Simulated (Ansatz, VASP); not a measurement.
Two plane-wave programs on LiF

The input INCAR:

```
  PREC = Accurate
  ENCUT = 520
  EDIFF = 1E-6
  ISMEAR = 0
  SIGMA = 0.05
  LREAL = False
  LASPH = True
  NELM = 100
  ALGO = Normal
  ISIF = 2
  LWAVE = False
  LCHARG = False
  NBANDS = 18
```

File KPOINTS:

```
regular mesh
0
Gamma
  9 9 6
```

The input POSCAR:

```
LiF
1.0
    3.1291000637      0.0000000000      0.0000000000
   -1.5645500319      2.7098801462      0.0000000000
    0.0000000000      0.0000000000      4.3688495090
Li F
2 2
Direct
    0.3333333333      0.6666666667      0.3839784076
    0.6666666667      0.3333333333      0.8839784076
    0.3333333333      0.6666666667      0.9910195924
    0.6666666667      0.3333333333      0.4910195924
```

Input for Ansatz:

```yaml
crystal:
  lattice:
    - [3.1291000637, 0.0, 0.0]
    - [-1.5645500319, 2.7098801462, 0.0]
    - [0.0, 0.0, 4.368849509]
  atoms:
    - { symbol: Li, position: [0.3333333333, 0.6666666667, 0.3839784076] }
    - { symbol: Li, position: [0.6666666667, 0.3333333333, 0.8839784076] }
    - { symbol: F, position: [0.3333333333, 0.6666666667, 0.9910195924] }
    - { symbol: F, position: [0.6666666667, 0.3333333333, 0.4910195924] }
basis:
  ecutwfc: 520.0
kpoints:
  mp_grid: { grid: [9, 9, 6] }
hamiltonian:
  xc: lda
scf:
  occupations: { method: gaussian, width: 0.05 }
output:
  forces: true
  stress: true
  eigenvalues: true
  write_density: true
  write_potential: true
  elf: true
  volumetric_format: npy
```

Alike in both runs: task single point; functional LDA; k mesh 9 × 9 × 6; occupations gaussian, width 0.05 eV; no spin polarisation.

|  | VASP | Ansatz |
| --- | --- | --- |
| version | VASP 6.6.1 | Ansatz 0.2.0 |
| potentials or method | VASP PAW LDA potentials, release 64 (Li_sv, F), cutoff 520 eV | scalar-relativistic, plane waves, PAW |
| valence electrons in the cell | 20 | 20 |

|  | VASP | Ansatz | Ansatz less VASP |
| --- | --- | --- | --- |
| gap on the k mesh at the Fermi level (eV) | 7.71 | 7.73 | +0.015 |
| least direct gap on the mesh (eV) | 7.71 | 7.73 | +0.015 |
| rms of the force components (eV/Å) | 0.354 | 0.346 | -0.0079 |

LDA's correlation is that of Perdew and Zunger in VASP and of Perdew and Wang (1992) in Ansatz. Atom by atom the forces differ by 0.008 eV/Å (rms over components).

Noted on VASP's run: the cutoff is under 1.25 times that of the potentials, so the pressure is a little rough.
